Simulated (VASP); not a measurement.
# Re (P6_3/mmc) in VASP: notebook

The runs below take Re through single point, with LDA.

Program: VASP 6.6.1. These are calculated values, not measurements. Logs are shortened: lines on timing, memory, paths and dates and some standing lists are left out, and cuts for length are marked.

### Step 1. The cell of the first run

The structure is hexagonal, space group P6_3/mmc (No. 194). Conventional cell: a = 2.550 Å, b = 2.550 Å, c = 4.077 Å, α = 90.00°, β = 90.00°, γ = 120.00°. Within 3.3 Å of Re (site symmetry -6m2) lie 12 Re at 2.51 to 2.55 Å.

### Step 2. Single point, LDA (11.48 Å³/atom)

Contents of INCAR:

```
PREC     = Accurate       # precision mode
ENCUT    = 520            # plane-wave cutoff, eV
EDIFF    = 1E-7           # SCF threshold, eV
ISMEAR   = -1             # smearing method
SIGMA    = 0.05           # smearing width, eV
LREAL    = False          # projectors in reciprocal space
LASPH    = True           # aspherical terms in the spheres
NELM     = 60             # most SCF steps
ALGO     = Normal         # electronic algorithm
ISIF     = 2              # what is computed and relaxed
LWAVE    = False          # write WAVECAR
LCHARG   = False          # write CHGCAR
NBANDS   = 14             # bands
```

Contents of KPOINTS:

```
Automatic mesh
0
Gamma
  14 14 8
```

Contents of POSCAR:

```
Re
1.0
    2.5497657329      0.0000000000      0.0000000000
   -1.2748828664      2.2081618983      0.0000000000
    0.0000000000      0.0000000000      4.0770373845
Re
2
Direct
    0.3333333333      0.6666666667      0.2500000000
    0.6666666667      0.3333333333      0.7500000000
```

Potentials or basis: VASP PAW LDA potentials, release 64 (Re).

Started as:

```bash
cat potpaw_LDA.64/Re/POTCAR > POTCAR
mpirun -np 1 vasp_std > vasp.out
```

OUTCAR:

```text
PREC = Accurate
   ENCUT = 520
   EDIFF = 1E-7
   ISMEAR = -1
   LREAL = False
   LASPH = True
   NELM = 60
   ISIF = 2

 ion  position               nearest neighbor table
   1  0.333  0.667  0.250-   2 2.51   2 2.51   2 2.51   2 2.51   2 2.51   2 2.51
   2  0.667  0.333  0.750-   1 2.51   1 2.51   1 2.51   1 2.51   1 2.51   1 2.51

  LATTYP: Found a hexagonal cell.
 ALAT       =     2.5497657329
 C/A-ratio  =     1.5989850879

  Lattice vectors:

 A1 = (   2.5497657329,   0.0000000000,   0.0000000000)
 A2 = (  -1.2748828664,   2.2081618983,   0.0000000000)
 A3 = (   0.0000000000,   0.0000000000,   4.0770373845)

Analysis of symmetry for initial positions (statically):
=====================================================================
 Subroutine PRICEL returns:
 Original cell was already a primitive cell.

 Routine SETGRP: Setting up the symmetry group for a
 hexagonal supercell.

 Subroutine GETGRP returns: Found 24 space group operations
 (whereof 12 operations were pure point group operations)
 out of a pool of 24 trial point group operations.

The static configuration has the point symmetry D_3d.
 The point group associated with its full space group is D_6h.

Analysis of symmetry for dynamics (positions and initial velocities):
=====================================================================
 Subroutine PRICEL returns:
 Original cell was already a primitive cell.

 Routine SETGRP: Setting up the symmetry group for a
 hexagonal supercell.

 Subroutine GETGRP returns: Found 24 space group operations
 (whereof 12 operations were pure point group operations)
 out of a pool of 24 trial point group operations.

The dynamic configuration has the point symmetry D_3d.
 The point group associated with its full space group is D_6h.

 Subroutine INISYM returns: Found 24 space group operations
 (whereof 12 operations are pure point group operations),
 and found     1 'primitive' translations

----------------------------------------------------------------------------------------

                                     Primitive cell

  volume of cell :      22.9549

  direct lattice vectors                    reciprocal lattice vectors
     2.549765733  0.000000000  0.000000000     0.392192893  0.226432673  0.000000000
    -1.274882866  2.208161898  0.000000000     0.000000000  0.452865345  0.000000000
     0.000000000  0.000000000  4.077037384     0.000000000  0.000000000  0.245276142

  length of vectors
[... 92 lines left out ...]
   PSTRESS=    0.0 pullay stress
   NELECT =      14.0000    total number of electrons
   NUPDOWN=      -1.0000    fix difference up-down
   EMIN   =  10.00;   EMAX   =-10.00  energy-range for DOS
   EFERMI =   0.00;   METHOD = LEGACY
   ISMEAR =    -1;   SIGMA  =   0.05  broadening in eV -4-tet -1-fermi 0-gaus
   EFERMI_NEDOS =   21; number of points for ismear=-14 and -15
   IALGO  =     38    algorithm
   IMIX   =      4    mixing-type and parameters
     AMIX     =   0.40;   BMIX     =  1.00
     AMIX_MAG =   1.60;   BMIX_MAG =  1.00
  volume/ion in A,a.u.               =      11.48        77.45
  Fermi-wavevector in a.u.,A,eV,Ry     =   1.388328  2.623560 26.224628  1.927456
  Thomas-Fermi vector in A             =   2.512465
   LORBIT       =      0    0 simple, 1 ext, 2 COOP (PROOUT), +10 PAW based schemes
   GGA     = CA    functional components
   LHFCALC =     F    Hartree Fock is set to
   AEXX    =    0.0000 exact exchange contribution
   IVDW    =     0    specifies the selected vdW correction
   LEPSILON=     F    determine dielectric tensor
   LRPA    =     F    only Hartree local field effects (RPA)
 non-spin polarized calculation
  energy-cutoff  :      520.00
  volume of cell :       22.95
 maximum number of plane-waves:       640
 NGX is ok and might be reduce to    20
   NGX =  9   NGY =  9   NGZ = 15

 number of electron      14.0000001 magnetization

 Free energy of the ion-electron system (eV)
  ---------------------------------------------------
  ext. energy  EPLUGINS =         0.00000000
  ---------------------------------------------------
  free energy    TOTEN  =       -25.26593514 eV

  energy without entropy =      -25.25430996  energy(sigma->0) =      -25.26012255

 E-fermi :  11.3528     XC(G=0): -15.2154

 val. band max:       11.3392506892   @ k =   0.3571   0.2857   0.5000
 cond. band min:      11.3719438639   @ k =   0.1429   0.0714   0.0000
 fundamental gap:      0.0326931748
 Fermi energy:        11.3528133962

 k-point     1 :       0.0000    0.0000    0.0000
  band No.  band energies     occupation
      1      -0.1107      2.00000
      2       2.6427      2.00000
      3       8.8492      2.00000
      4       8.8492      2.00000
      5       9.0816      2.00000
      6      10.1353      2.00000
      7      10.1353      2.00000
      8      11.3036      1.45581
      9      11.3036      1.45581
     10      13.1708      0.00000
     11      15.8970      0.00000
     12      15.8970      0.00000
     13      24.9041      0.00000
     14      25.6422      0.00000
[... 377 lines left out ...]
      1       3.7451      2.00000
      2       5.9950      2.00000
      3       6.1250      2.00000
      4       7.2668      2.00000
      5       8.2809      2.00000
      6       8.7797      2.00000
      7      11.3179      1.33523
      8      15.3043      0.00000
      9      16.0308      0.00000
     10      16.4352      0.00000
     11      20.0960      0.00000
     12      20.2634      0.00000
     13      22.4064      0.00000
     14      29.7825      0.00000

 [... further k-points ...]

------------------------ aborting loop because EDIFF is reached ----------------------------------------

  FORCE on cell =-STRESS in cart. coord.  units (eV):
  Direction    XX          YY          ZZ          XY          YZ          ZX
  --------------------------------------------------------------------------------------
  -------------------------------------------------------------------------------------
  Total       21.3931211     21.3931211     22.4783773      0.0000000     -0.0000000      0.0000000
  in kB     1493.1685931   1493.1685930   1568.9158621      0.0000000     -0.0000000      0.0000000
  external PRESSURE =    1518.4176827 kB  Pullay stress =       0.0000000 kB

 VOLUME and BASIS-vectors are now :
 -----------------------------------------------------------------------------
  energy-cutoff  :      520.00
  volume of cell :       22.95
      direct lattice vectors                 reciprocal lattice vectors
     2.549765733  0.000000000  0.000000000     0.392192893  0.226432673  0.000000000
    -1.274882866  2.208161898  0.000000000     0.000000000  0.452865345  0.000000000
     0.000000000  0.000000000  4.077037384     0.000000000  0.000000000  0.245276142

 POSITION                                       TOTAL-FORCE (eV/Angst)
 -----------------------------------------------------------------------------------
     -0.00000      1.47211      1.01926         0.000000     -0.000000      0.000000
      1.27488      0.73605      3.05778        -0.000000      0.000000      0.000000
 -----------------------------------------------------------------------------------
    total drift:                                0.000000     -0.000000     -0.000000

  FREE ENERGIE OF THE ION-ELECTRON SYSTEM (eV)
  ---------------------------------------------------
  free  energy   TOTEN  =       -25.2659351352 eV

  energy  without entropy=      -25.2543099617  energy(sigma->0) =      -25.26012255
```

OSZICAR:

```text
N       E                     dE             d eps       ncg     rms          rms(c)
DAV:   1     0.889766724213E+02    0.88977E+02   -0.63138E+03  4322   0.109E+03
DAV:   2    -0.207063050485E+02   -0.10968E+03   -0.92213E+02  5060   0.353E+02
DAV:   3    -0.264117702163E+02   -0.57055E+01   -0.52428E+01  5670   0.112E+02
DAV:   4    -0.264661920418E+02   -0.54422E-01   -0.54338E-01  4772   0.637E+00
DAV:   5    -0.264665212368E+02   -0.32919E-03   -0.32916E-03  5706   0.795E-01    0.661E+01
DAV:   6    -0.256533731441E+02    0.81315E+00   -0.22854E-01  5646   0.704E+00    0.357E+01
DAV:   7    -0.252685405008E+02    0.38483E+00   -0.30659E-01  5568   0.749E+00    0.918E-01
DAV:   8    -0.252661670169E+02    0.23735E-02   -0.36918E-03  5376   0.530E-01    0.221E-01
DAV:   9    -0.252659614091E+02    0.20561E-03   -0.10354E-03  5614   0.341E-01    0.559E-02
DAV:  10    -0.252659378129E+02    0.23596E-04   -0.12867E-05  5518   0.412E-02    0.119E-02
DAV:  11    -0.252659351400E+02    0.26729E-05   -0.10043E-06  5618   0.192E-02    0.409E-03
DAV:  12    -0.252659351352E+02    0.48235E-08   -0.23950E-08  2898   0.503E-03
   1 F= -.25265935E+02 E0= -.25260123E+02  d E =-.116252E-01
```

stdout:

```text
POSCAR found type information on POSCAR Re
 POSCAR found :  1 types and       2 ions
 scaLAPACK will be used
 LDA part: xc-table for (Slater(with rela. corr.)+CA(PZ))
 , standard interpolation
 POSCAR, INCAR and KPOINTS ok, starting setup
 FFT: planning ... GRIDC
 FFT: planning ... GRID_SOFT
 FFT: planning ... GRID
 WAVECAR not read
 entering main loop
```

Run time: 24 s. Hardware: 1 thread of AMD EPYC 7R13 (Zen 3), shared host; peak memory 0.12 GiB.

What came out:

```yaml
Free_energy: -25.2659 eV
Pressure: 151.8 GPa
Band_gap_on_the_k_mesh: zero (bands 7 and 8 overlap by 4.91 eV)
```

Stress tensor (GPa, compression positive):
```
149.32   0.00   0.00
  0.00 149.32   0.00
  0.00   0.00 156.89
```

Levels at points of the mesh, in eV from the Fermi level:
```csv
k point,band 4,band 5,band 6,band 7,band 8,band 9,band 10,band 11
"(0.00, 0.00, 0.00)",-2.50,-2.27,-1.22,-1.22,-0.05,-0.05,1.82,4.54
"(0.50, 0.00, 0.00)",-3.09,-1.62,-1.53,-0.64,5.54,6.38,6.39,8.68
"(0.00, 0.00, 0.50)",-3.02,-2.70,-2.70,-2.70,-2.70,3.56,3.56,3.56
"(0.50, 0.00, 0.50)",-5.84,0.31,0.31,1.82,1.82,6.03,6.03,6.79
```

Caveat: the cell stands under pressure; spin-orbit coupling is left out, which moves the levels of the heavy elements.

### Step 3. Single point, LDA (11.48 Å³/atom)

Contents of INCAR:

```
SYSTEM = Re
  PREC = Accurate
  ENCUT = 520
  EDIFF = 1E-6
  ISMEAR = -1
  SIGMA = 0.05
  LREAL = .False.
  LASPH = .True.
  NELM = 80
  ALGO = Normal
  ISIF = 2
  LWAVE = .False.
  LCHARG = .True.
  GGA = CA
  LELF = .True.
  LVHAR = .True.
  NBANDS = 14
```

Contents of KPOINTS:

```
regular mesh
0
Gamma
  14 14 8
  0 0 0
```

Contents of POSCAR:

```
Re
1.0
    2.5502177389      0.0000000000      0.0000000000
   -1.2751088694      2.2085533470      0.0000000000
    0.0000000000      0.0000000000      4.0777601353
Re
2
Direct
    0.3333333333      0.6666666667      0.2500000000
    0.6666666667      0.3333333333      0.7500000000
```

Potentials or basis: VASP PAW LDA potentials, release 64 (Re).

Started as:

```bash
cat potpaw_LDA.64/Re/POTCAR > POTCAR
mpirun -np 1 vasp_std > vasp.out
```

OUTCAR:

```text
SYSTEM = Re
   PREC = Accurate
   ENCUT = 520
   EDIFF = 1E-6
   ISMEAR = -1
   LREAL = .False.
   LASPH = .True.
   NELM = 80
   ISIF = 2
   GGA = CA

 ion  position               nearest neighbor table
   1  0.333  0.667  0.250-   2 2.51   2 2.51   2 2.51   2 2.51   2 2.51   2 2.51
   2  0.667  0.333  0.750-   1 2.51   1 2.51   1 2.51   1 2.51   1 2.51   1 2.51

  LATTYP: Found a hexagonal cell.
 ALAT       =     2.5502177389
 C/A-ratio  =     1.5989850879

  Lattice vectors:

 A1 = (   2.5502177389,   0.0000000000,   0.0000000000)
 A2 = (  -1.2751088694,   2.2085533470,   0.0000000000)
 A3 = (   0.0000000000,   0.0000000000,   4.0777601353)

Analysis of symmetry for initial positions (statically):
=====================================================================
 Subroutine PRICEL returns:
 Original cell was already a primitive cell.

 Routine SETGRP: Setting up the symmetry group for a
 hexagonal supercell.

 Subroutine GETGRP returns: Found 24 space group operations
 (whereof 12 operations were pure point group operations)
 out of a pool of 24 trial point group operations.

The static configuration has the point symmetry D_3d.
 The point group associated with its full space group is D_6h.

Analysis of symmetry for dynamics (positions and initial velocities):
=====================================================================
 Subroutine PRICEL returns:
 Original cell was already a primitive cell.

 Routine SETGRP: Setting up the symmetry group for a
 hexagonal supercell.

 Subroutine GETGRP returns: Found 24 space group operations
 (whereof 12 operations were pure point group operations)
 out of a pool of 24 trial point group operations.

The dynamic configuration has the point symmetry D_3d.
 The point group associated with its full space group is D_6h.

 Subroutine INISYM returns: Found 24 space group operations
 (whereof 12 operations are pure point group operations),
[... 122 lines left out ...]
   LHFCALC =     F    Hartree Fock is set to
   AEXX    =    0.0000 exact exchange contribution
   IVDW    =     0    specifies the selected vdW correction
   LEPSILON=     F    determine dielectric tensor
   LRPA    =     F    only Hartree local field effects (RPA)
 non-spin polarized calculation
  energy-cutoff  :      520.00
  volume of cell :       22.97
 maximum number of plane-waves:       640
 NGX is ok and might be reduce to    20
   NGX =  9   NGY =  9   NGZ = 15

 number of electron      14.0000001 magnetization

 Free energy of the ion-electron system (eV)
  ---------------------------------------------------
  ext. energy  EPLUGINS =         0.00000000
  ---------------------------------------------------
  free energy    TOTEN  =       -25.27749054 eV

  energy without entropy =      -25.26587195  energy(sigma->0) =      -25.27168125

 E-fermi :  11.3442     XC(G=0): -15.2124

 val. band max:       11.3313532263   @ k =   0.3571   0.2857   0.5000
 cond. band min:      11.3631736456   @ k =   0.1429   0.0714   0.0000
 fundamental gap:      0.0318204192
 Fermi energy:        11.3442249457

 k-point     1 :       0.0000    0.0000    0.0000
  band No.  band energies     occupation
      1      -0.1157      2.00000
      2       2.6394      2.00000
      3       8.8433      2.00000
      4       8.8433      2.00000
      5       9.0754      2.00000
      6      10.1283      2.00000
      7      10.1283      2.00000
      8      11.2958      1.44980
      9      11.2958      1.44980
     10      13.1593      0.00000
     11      15.8860      0.00000
     12      15.8860      0.00000
     13      24.8888      0.00000
     14      25.6340      0.00000
[... 377 lines left out ...]
      1       3.7428      2.00000
      2       5.9895      2.00000
      3       6.1187      2.00000
      4       7.2601      2.00000
      5       8.2746      2.00000
      6       8.7728      2.00000
      7      11.3095      1.33368
      8      15.2934      0.00000
      9      16.0194      0.00000
     10      16.4235      0.00000
     11      20.0825      0.00000
     12      20.2497      0.00000
     13      22.3918      0.00000
     14      29.7610      0.00000

 [... further k-points ...]

------------------------ aborting loop because EDIFF is reached ----------------------------------------

  FORCE on cell =-STRESS in cart. coord.  units (eV):
  Direction    XX          YY          ZZ          XY          YZ          ZX
  --------------------------------------------------------------------------------------
  -------------------------------------------------------------------------------------
  Total       21.3290926     21.3290926     22.4145870      0.0000000      0.0000000     -0.0000000
  in kB     1487.9081780   1487.9081779   1563.6317930      0.0000000      0.0000000     -0.0000000
  external PRESSURE =    1513.1493830 kB  Pullay stress =       0.0000000 kB

 VOLUME and BASIS-vectors are now :
 -----------------------------------------------------------------------------
  energy-cutoff  :      520.00
  volume of cell :       22.97
      direct lattice vectors                 reciprocal lattice vectors
     2.550217739  0.000000000  0.000000000     0.392123380  0.226392539  0.000000000
    -1.275108869  2.208553347  0.000000000     0.000000000  0.452785078  0.000000000
     0.000000000  0.000000000  4.077760135     0.000000000  0.000000000  0.245232669

 POSITION                                       TOTAL-FORCE (eV/Angst)
 -----------------------------------------------------------------------------------
     -0.00000      1.47237      1.01944         0.000000     -0.000000      0.000000
      1.27511      0.73618      3.05832        -0.000000      0.000000      0.000000
 -----------------------------------------------------------------------------------
    total drift:                                0.000000     -0.000000     -0.000000

  FREE ENERGIE OF THE ION-ELECTRON SYSTEM (eV)
  ---------------------------------------------------
  free  energy   TOTEN  =       -25.2774905424 eV

  energy  without entropy=      -25.2658719522  energy(sigma->0) =      -25.27168125
```

OSZICAR:

```text
N       E                     dE             d eps       ncg     rms          rms(c)
DAV:   1     0.893919213996E+02    0.89392E+02   -0.63410E+03  4266   0.109E+03
DAV:   2    -0.208185683406E+02   -0.11021E+03   -0.91971E+02  5058   0.347E+02
DAV:   3    -0.264221035338E+02   -0.56035E+01   -0.51495E+01  5646   0.110E+02
DAV:   4    -0.264776980788E+02   -0.55595E-01   -0.55488E-01  4732   0.650E+00
DAV:   5    -0.264780206279E+02   -0.32255E-03   -0.32250E-03  5690   0.848E-01    0.660E+01
DAV:   6    -0.256647618315E+02    0.81326E+00   -0.22909E-01  5622   0.706E+00    0.357E+01
DAV:   7    -0.252801197086E+02    0.38464E+00   -0.30713E-01  5576   0.751E+00    0.917E-01
DAV:   8    -0.252777276023E+02    0.23921E-02   -0.37213E-03  5406   0.534E-01    0.222E-01
DAV:   9    -0.252775169635E+02    0.21064E-03   -0.10360E-03  5580   0.341E-01    0.558E-02
DAV:  10    -0.252774932344E+02    0.23729E-04   -0.13461E-05  5560   0.414E-02    0.120E-02
DAV:  11    -0.252774905124E+02    0.27219E-05   -0.66231E-07  3190   0.192E-02    0.361E-03
DAV:  12    -0.252774905424E+02   -0.29924E-07   -0.30193E-07  2592   0.673E-03
   1 F= -.25277491E+02 E0= -.25271681E+02  d E =-.116186E-01
```

Wall time 24 s (1 thread of AMD EPYC 7R13 (Zen 3), shared host); peak memory 0.12 GiB.

Results:

```
Free energy            : -25.2775 eV
Pressure               : 151.3 GPa
Band gap on the k mesh : zero (bands 7 and 8 overlap by 4.90 eV)
```

Levels at points of the mesh, in eV from the Fermi level:
| k point | band 4 | band 5 | band 6 | band 7 | band 8 | band 9 | band 10 | band 11 |
| --- | --- | --- | --- | --- | --- | --- | --- | --- |
| (0.00, 0.00, 0.00) | -2.50 | -2.27 | -1.22 | -1.22 | -0.05 | -0.05 | 1.82 | 4.54 |
| (0.50, 0.00, 0.00) | -3.08 | -1.62 | -1.54 | -0.64 | 5.53 | 6.38 | 6.39 | 8.67 |
| (0.00, 0.00, 0.50) | -3.01 | -2.70 | -2.70 | -2.70 | -2.70 | 3.55 | 3.55 | 3.55 |
| (0.50, 0.00, 0.50) | -5.84 | 0.31 | 0.31 | 1.82 | 1.82 | 6.02 | 6.02 | 6.78 |

Caveat: the cell stands under pressure; spin-orbit coupling is left out, which moves the levels of the heavy elements.
